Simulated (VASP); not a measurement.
A run of VASP 6.6.1:

File INCAR:

```
SYSTEM = Mo2C3
PREC     = Accurate       ! precision mode
ENCUT    = 520            ! plane-wave cutoff, eV
EDIFF    = 1E-7           ! SCF threshold, eV
ISMEAR   = 0              ! smearing method
SIGMA    = 0.1            ! smearing width, eV
LREAL    = .False.        ! projectors in reciprocal space
LASPH    = .True.         ! aspherical terms in the spheres
NELM     = 100            ! most SCF steps
ALGO     = Normal         ! electronic algorithm
ISIF     = 2              ! what is computed and relaxed
LWAVE    = .False.        ! write WAVECAR
LCHARG   = .False.        ! write CHGCAR
GGA      = PE             ! functional
NBANDS   = 28             ! bands
```

The input KPOINTS:

```
Automatic mesh
0
Gamma
  12 12 8
  0 0 0
```

The input POSCAR:

```
Mo2C3
1.0
    3.4293311106      0.0000000000      0.0000000000
    0.0000000000      3.4293311106      0.0000000000
    0.0000000000      0.0000000000      5.1610374199
Mo C
2 3
Direct
    0.5000000000      0.5000000000      0.7441136519
    0.5000000000      0.5000000000      0.2558863481
    0.0000000000      0.0000000000      0.0000000000
    0.5000000000      0.0000000000      0.0000000000
    0.0000000000      0.5000000000      0.0000000000
```

Potentials or basis: VASP PAW PBE potentials, release 64 (Mo_sv, C).

Run with:

```bash
$ cat potpaw_PBE.64/Mo_sv/POTCAR potpaw_PBE.64/C/POTCAR > POTCAR
$ mpirun -np 1 vasp_std > vasp.out
```

Hardware: 1 thread of Intel(R) Xeon(R) Platinum 8488C (Sapphire Rapids), with other jobs on the host.

**Question.** Estimate the wall time of this run.

**Answer.** Run time: 2.1 min on 1 thread of Intel(R) Xeon(R) Platinum 8488C (Sapphire Rapids), on a shared host, peak memory 0.31 GiB. Counts: scf iterations 14, k points 140.
